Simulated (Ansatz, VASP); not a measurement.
## Two plane-wave programs on Au

```
Au
1.0
     1.73888   -0.00217   -2.32197
    -3.27720   -3.03353   -2.46072
    -3.27946    3.03702   -2.45649
Au
4
Direct
  0.99985 0.00003 0.00004
  0.49998 0.49999 0.99997
  0.49997 0.99997 0.50005
  0.00019 0.50000 0.49994
```

Change from the starting cell: cell x4, atoms moved at random (sigma 0.1 Å) and cell strained at random (1.5 %), then relaxed without symmetry.

Alike in both runs: functional PBE; k mesh 8 × 4 × 4; occupations gaussian, width 0.2 eV; no spin polarisation.

Ansatz relaxed the structure, and its values are those at the end. VASP's run is a single point on that final structure, the one shown.

|  | VASP | Ansatz |
| --- | --- | --- |
| version | VASP 6.6.1 | Ansatz 0.2.0 |
| potentials or method | VASP PAW PBE potentials, release 64 (Au), cutoff 520 eV | scalar-relativistic, plane waves, PAW |
| valence electrons in the cell | 44 | 76 |

|  | VASP | Ansatz | Ansatz less VASP |
| --- | --- | --- | --- |
| gap on the k mesh at the Fermi level (eV) | none | none | - |
| pressure (GPa) | -0.3 | -0.1 | +0.24 |

A gap of «none» marks a metal or a gap that the smearing closes. VASP's potentials hold 44 valence electrons a cell and Ansatz's 76, so a difference there can come from the potentials and not from the codes.

Neither program's run includes spin-orbit coupling.
